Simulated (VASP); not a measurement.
# CuAu (P4/mmm) in VASP: a series of runs, part 2 of 2

VASP 6.6.1. The steps go on from the part before.

### Step 3. Single point, PBE

This run uses another cell than the first one, of the same volume but with other edges.

Input file INCAR:

```
PREC = Accurate
ENCUT = 520
EDIFF = 1E-6
ISMEAR = 0
SIGMA = 0.15
LREAL = F
LASPH = T
NELM = 100
ALGO = Fast
ISIF = 2
LWAVE = F
LCHARG = F
GGA = PE
NBANDS = 18
```

Input file KPOINTS:

```
regular mesh
0
Gamma
  18 18 14
```

Input file POSCAR:

```
CuAu
1.0
    2.6349008809      0.0000000000      0.0000000000
    0.0000000000      2.6349008809      0.0000000000
    0.0000000000      0.0000000000      4.1443226712
Cu Au
1 1
Direct
    0.5000000000      0.5000000000      0.5000000000
    0.0000000000      0.0000000000      0.0000000000
```

Potentials or basis: VASP PAW PBE potentials, release 64 (Cu, Au).

On the command line:

```sh
$ cat potpaw_PBE.64/Cu/POTCAR potpaw_PBE.64/Au/POTCAR > POTCAR
$ mpirun -np 1 vasp_std > vasp.out
```

OUTCAR:

```text
PREC = Accurate
   ENCUT = 520
   EDIFF = 1E-6
   ISMEAR = 0
   LREAL = F
   LASPH = T
   NELM = 100
   ISIF = 2
   GGA = PE

 ion  position               nearest neighbor table
   1  0.500  0.500  0.500-   2 2.79   2 2.79   2 2.79   2 2.79   2 2.79   2 2.79   2 2.79   2 2.79

   2  0.000  0.000  0.000-   1 2.79   1 2.79   1 2.79   1 2.79   1 2.79   1 2.79   1 2.79   1 2.79

  LATTYP: Found a simple tetragonal cell.
 ALAT       =     2.6349008809
 C/A-ratio  =     1.5728571428

[... 694 lines left out ...]

------------------------ aborting loop because EDIFF is reached ----------------------------------------

  FORCE on cell =-STRESS in cart. coord.  units (eV):
  Direction    XX          YY          ZZ          XY          YZ          ZX
  --------------------------------------------------------------------------------------
  -------------------------------------------------------------------------------------
  Total        2.9708196      2.9708196     -0.2491177      0.0000000     -0.0000000     -0.0000000
  in kB      165.4263672    165.4263672    -13.8718078      0.0000000     -0.0000000     -0.0000000
  external PRESSURE =     105.6603089 kB  Pullay stress =       0.0000000 kB

 VOLUME and BASIS-vectors are now :
 -----------------------------------------------------------------------------
  energy-cutoff  :      520.00
  volume of cell :       28.77
      direct lattice vectors                 reciprocal lattice vectors
     2.634900881  0.000000000  0.000000000     0.379520918  0.000000000  0.000000000
     0.000000000  2.634900881  0.000000000     0.000000000  0.379520918  0.000000000
     0.000000000  0.000000000  4.144322671     0.000000000  0.000000000  0.241293953

 POSITION                                       TOTAL-FORCE (eV/Angst)
 -----------------------------------------------------------------------------------
      1.31745      1.31745      2.07216         0.000000      0.000000      0.000000
      0.00000      0.00000      0.00000         0.000000      0.000000      0.000000
 -----------------------------------------------------------------------------------
    total drift:                               -0.000000      0.000000      0.000000

  FREE ENERGIE OF THE ION-ELECTRON SYSTEM (eV)
  ---------------------------------------------------
  free  energy   TOTEN  =        -6.8699352392 eV

  energy  without entropy=       -6.8638385639  energy(sigma->0) =       -6.86688690
```

stdout:

```text
POSCAR found type information on POSCAR CuAu
 POSCAR found :  2 types and       2 ions
 scaLAPACK will be used
 LDA part: xc-table for (Slater+PW92), standard interpolation
 POSCAR, INCAR and KPOINTS ok, starting setup
 FFT: planning ... GRIDC
 FFT: planning ... GRID_SOFT
 FFT: planning ... GRID
 WAVECAR not read
 entering main loop
WARNING in EDDRMM: call to ZHEGV failed, returncode =   8  4     18
WARNING in EDDRMM: call to ZHEGV failed, returncode =   8  4     17
WARNING in EDDRMM: call to ZHEGV failed, returncode =   6  3     15
WARNING in EDDRMM: call to ZHEGV failed, returncode =   6  3     17
WARNING in EDDRMM: call to ZHEGV failed, returncode =   8  4     17
WARNING in EDDRMM: call to ZHEGV failed, returncode =   8  4     17
```

It took 90 s on 1 thread of Intel Xeon 6975P-C (Granite Rapids), shared host; peak memory 0.33 GiB.

What came out:

- Free energy: -6.8699 eV
- Pressure: 10.6 GPa
- Band gap on the k mesh: zero (band 11 reaches 14.70 eV, above the bottom of band 12 at 7.12 eV)

Caveat: spin-orbit coupling is left out, which moves the levels of the heavy elements.

### Step 4. Single point, PBE

This run uses another cell than the first one, of the same volume but with other edges.

Input file INCAR:

```
SYSTEM = CuAu
ALGO = Fast ; EDIFF = 1E-6
ENCUT = 520 ; GGA = PE
ISIF = 2 ; ISMEAR = 0
LASPH = .TRUE. ; LCHARG = .FALSE.
LREAL = .FALSE. ; LWAVE = .FALSE.
NBANDS = 18 ; NELM = 100
PREC = Accurate ; SIGMA = 0.15
```

Input file KPOINTS:

```
k-points
0
G
  18 18 14
  0 0 0
```

Input file POSCAR:

```
CuAu
1.0
    2.8789144236      0.0000000000      0.0000000000
    0.0000000000      2.8789144236      0.0000000000
    0.0000000000      0.0000000000      3.4715595213
Cu Au
1 1
Direct
    0.5000000000      0.5000000000      0.5000000000
    0.0000000000      0.0000000000      0.0000000000
```

On the command line:

```sh
$ cat potpaw_PBE.64/Cu/POTCAR potpaw_PBE.64/Au/POTCAR > POTCAR
$ mpirun -np 1 vasp_std > vasp.out
```

Wall time 78 s (1 thread of Intel Xeon 6975P-C (Granite Rapids), shared host); peak memory 0.34 GiB.

It converged, with:

| Property | Result |
| --- | --- |
| Free energy | -7.0406 eV |
| Pressure | 6.7 GPa |
| Band gap on the k mesh | zero (band 11 reaches 13.96 eV, above the bottom of band 12 at 6.77 eV) |

Stress tensor (GPa, compression positive):
```
6.41 0.00 0.00
0.00 6.41 0.00
0.00 0.00 7.21
```

Levels at points of the mesh, in eV from the Fermi level:
```
           k point  band 7  band 8  band 9  band 10  band 11  band 12  band 13  band 14  band 15  band 16
(0.00, 0.00, 0.00)   -2.69   -2.09   -1.71    -1.51    -1.51     3.37     9.04     9.04     9.70    15.93
(0.50, 0.00, 0.00)   -3.04   -2.99   -2.54    -2.31    -1.12    -0.58    10.52    10.54    12.19    12.73
(0.50, 0.50, 0.00)   -1.83   -1.80   -1.34    -1.34     0.17     0.17     4.44     6.45    10.89    12.32
(0.00, 0.00, 0.50)   -3.15   -2.97   -2.48    -2.48    -2.20    -2.14    13.81    14.18    14.18    14.91
(0.50, 0.00, 0.50)   -2.07   -1.87   -1.53    -1.48    -1.03    -1.02     2.65     4.71    15.28    15.36
(0.50, 0.50, 0.50)   -3.01   -2.15   -1.94    -1.80     5.05     5.54     5.54     5.65     6.54     7.37
```

Caveat: spin-orbit coupling is left out, which moves the levels of the heavy elements.

### Step 5. Single point, PBE

This run uses another cell than the first one, of the same volume but with other edges.

Input file INCAR:

```
SYSTEM = CuAu
PREC = Accurate
ENCUT = 520
EDIFF = 1E-6
ISMEAR = 0
SIGMA = 0.15
LREAL = .FALSE.
LASPH = .TRUE.
NELM = 80
ALGO = Fast
ISIF = 2
LWAVE = .FALSE.
LCHARG = .FALSE.
GGA = PE
NBANDS = 18
```

Input file KPOINTS:

```
regular mesh
0
G
  18 18 14
  0 0 0
```

Input file POSCAR:

```
CuAu
1.0
    2.7124420572      0.0000000000      0.0000000000
    0.0000000000      2.7124420572      0.0000000000
    0.0000000000      0.0000000000      3.9107602089
Cu Au
1 1
Direct
    0.5000000000      0.5000000000      0.5000000000
    0.0000000000      0.0000000000      0.0000000000
```

On the command line:

```sh
$ cat potpaw_PBE.64/Cu/POTCAR potpaw_PBE.64/Au/POTCAR > POTCAR
$ mpirun -np 1 vasp_std > vasp.out
```

Wall time 84 s (1 thread of Intel Xeon 6975P-C (Granite Rapids), shared host); peak memory 0.33 GiB.

The run converged. Its results:

```
Free energy            : -6.9991 eV
Pressure               : 7.8 GPa
Band gap on the k mesh : zero (band 11 reaches 14.53 eV, above the bottom of band 12 at 7.05 eV)
```

Stress tensor (GPa, compression positive):
```
10.28  0.00  0.00
 0.00 10.28  0.00
 0.00  0.00  2.85
```

Levels at points of the mesh, in eV from the Fermi level:
```
           k point  band 9  band 10  band 11  band 12  band 13  band 14
(0.00, 0.00, 0.00)   -1.69    -1.49    -1.49     0.83     6.42    11.32
(0.50, 0.00, 0.00)   -2.34    -2.12    -0.61     0.41     8.35     8.62
(0.50, 0.50, 0.00)   -1.51    -1.25     1.22     1.22     6.20     7.54
(0.00, 0.00, 0.50)   -2.50    -2.23    -2.23    -1.87    14.39    15.14
(0.50, 0.00, 0.50)   -1.67    -1.63    -1.12    -1.10     2.96     4.19
(0.50, 0.50, 0.50)   -1.51    -1.25     5.60     5.60     5.94     6.77
```

Caveat: spin-orbit coupling is left out, which moves the levels of the heavy elements.

### Step 6. Summary

| cell | further INCAR settings | gap on the mesh (eV) | pressure (GPa) |
| --- | --- | --- | --- |
| a = 2.956, b = 2.956, c = 3.293 Å, 2 atoms | ALGO = Fast; EDIFF = 1e-07; NBANDS = 18 | none | 6.6 |
| a = 2.635, b = 2.635, c = 4.144 Å, 2 atoms | ALGO = Fast; EDIFF = 1e-06; NBANDS = 18 | none | 10.6 |
| a = 2.879, b = 2.879, c = 3.472 Å, 2 atoms | ALGO = Fast; EDIFF = 1e-06; NBANDS = 18 | none | 6.7 |
| a = 2.712, b = 2.712, c = 3.911 Å, 2 atoms | ALGO = Fast; EDIFF = 1e-06; NBANDS = 18 | none | 7.8 |

Alike in all rows: task single point; level PBE; potentials or basis VASP PAW PBE potentials, release 64 (Cu, Au); no spin polarisation; k mesh 18 × 18 × 14; cutoff (eV) 520; smearing gaussian 0.15 eV.

Caveats: spin-orbit coupling is left out, which moves the levels of the heavy elements.

Absolute energies hang on the potentials; compare differences alone.
